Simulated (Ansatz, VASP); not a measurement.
## One calculation of Ag, two programs

The input INCAR:

```
SYSTEM = Ag
PREC = Accurate
ENCUT = 520
EDIFF = 1E-6
ISMEAR = -1
SIGMA = 0.05
LREAL = .False.
LASPH = .True.
NELM = 60
ALGO = Fast
ISIF = 2
LWAVE = .False.
LCHARG = .True.
GGA = PS
LELF = .True.
LVHAR = .True.
NBANDS = 24
```

Contents of KPOINTS:

```
Automatic mesh
0
Gamma
  10 10 10
  0 0 0
```

The input POSCAR:

```
Ag
1.0
    1.4730471633      0.8504641763      7.2046500000
   -1.4730471633      0.8504641763      7.2046500000
    0.0000000000     -1.7009283525      7.2046500000
Ag
3
Direct
    0.2026410000      0.2191140000      0.2408080000
    0.7812640000      0.7648400000      0.7880730000
   -0.0257970000      0.0076110000      0.0182910000
```

The input input.yaml:

```yaml
crystal:
  lattice:
    - [1.4730471633, 0.8504641763, 7.20465]
    - [-1.4730471633, 0.8504641763, 7.20465]
    - [0.0, -1.7009283525, 7.20465]
  atoms:
    - { symbol: Ag, position: [0.202641, 0.219114, 0.240808] }
    - { symbol: Ag, position: [0.781264, 0.76484, 0.788073] }
    - { symbol: Ag, position: [-0.025797, 0.007611, 0.018291] }
hamiltonian:
  xc: pbesol
  pseudopotentials: { kind: paw }
kpoints:
  mp_grid: { grid: [10, 10, 10] }
scf:
  occupations: { method: fermi_dirac, width: 0.05 }
output:
  forces: true
  stress: true
  eigenvalues: true
  write_density: true
  write_potential: true
  elf: true
  volumetric_format: npy
```

Change from the starting cell: atoms moved at random, drawn with an rms of 0.05 Å.

Alike in both runs: task single point; functional PBEsol; k mesh 10 × 10 × 10; occupations fermi-dirac, width 0.05 eV; no spin polarisation.

|  | VASP | Ansatz |
| --- | --- | --- |
| version | VASP 6.6.1 | Ansatz 0.2.0 |
| potentials or method | VASP PAW PBE potentials, release 64 (Ag) | Ansatz PAW |
| plane-wave cutoff (eV) | 520 | 420 |
| valence electrons in the cell | 33 | 57 |

|  | VASP | Ansatz | Ansatz less VASP |
| --- | --- | --- | --- |
| gap on the k mesh at the Fermi level (eV) | none | none | - |
| pressure (GPa) | -7.2 | -7.2 | +0.07 |
| traceless stress, the component that is largest in VASP (GPa) | -0.28 | -0.28 | +0.002 |
| rms of the force components (eV/Å) | 0.063 | 0.064 | +0.0009 |

VASP's potentials were made for PBE, not for PBEsol. Atom by atom the forces differ by 0.001 eV/Å (rms over components). A gap of «none» marks a metal or a gap that the smearing closes. With one functional, cell and mesh, what is left measures potentials, basis and numerics. VASP's potentials hold 33 valence electrons a cell and Ansatz's 57, so a difference there can come from the potentials and not from the codes.
